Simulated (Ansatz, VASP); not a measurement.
**One calculation of NiO, two programs**

Contents of INCAR:

```
PREC = Accurate
ENCUT = 600
EDIFF = 1E-6
ISMEAR = -1
SIGMA = 0.3
LREAL = F
LASPH = T
NELM = 120
ALGO = Normal
ISIF = 2
LWAVE = F
LCHARG = F
GGA = PE
NBANDS = 15
GGA_COMPAT = F
```

File KPOINTS:

```
regular mesh
0
Gamma
  1 1 1
```

File POSCAR:

```
NiO
1.0
    4.2000000000      0.0000000000      0.0000000000
    0.0000000000      4.2000000000      0.0000000000
    0.0000000000      0.0000000000      4.2000000000
Ni O
1 1
Direct
    0.0000000000      0.0000000000      0.0000000000
    0.2177185371      0.1306311223      0.0979733417
```

Input for Ansatz:

```yaml
crystal:
  lattice:
    - [4.2, 0, 0]
    - [0, 4.2, 0]
    - [0, 0, 4.2]
  atoms:
    - { symbol: Ni, position: [0, 0, 0] }
    - { symbol: O, position: [0.2177185371429, 0.1306311222857, 0.09797334171429] }
kpoints:
  mp_grid: { grid: [1, 1, 1], shift: [0, 0, 0] }
hamiltonian:
  xc: pbe
  pseudopotentials:
    kind: all_electron
    relativity: scalar
    datasets: crystal
    dataset_error: "0.05 meV"
magnetization:
  spin_polarized: false
output:
  forces: true
  stress: true
scf:
  lower_state_search: "off"
  max_iter: 150
  occupations: { method: fermi_dirac, width: "0.3 eV" }
  convergence: { dr2_threshold: "1e-9 eV" }
```

Alike in both runs: task single point; functional PBE; k mesh 1 × 1 × 1; no spin polarisation.

|  | VASP | Ansatz |
| --- | --- | --- |
| version | VASP 6.6.1 | Ansatz 0.2 development build |
| potentials or method | VASP PAW PBE potentials, release 64 (Ni, O), cutoff 600 eV | all-electron unfrozen PAW, scalar-relativistic |
| occupations | fermi-dirac, width 0.3 eV | fermi-dirac |

|  | VASP | Ansatz | Ansatz less VASP |
| --- | --- | --- | --- |
| rms of the force components (eV/Å) | 47.578 | 40.175 | -7.4032 |

Atom by atom the forces differ by 7.404 eV/Å (rms over components). Ansatz ran all-electron here, and VASP with PAW potentials.

The k mesh is coarse, so the values compare programs but aren't converged.
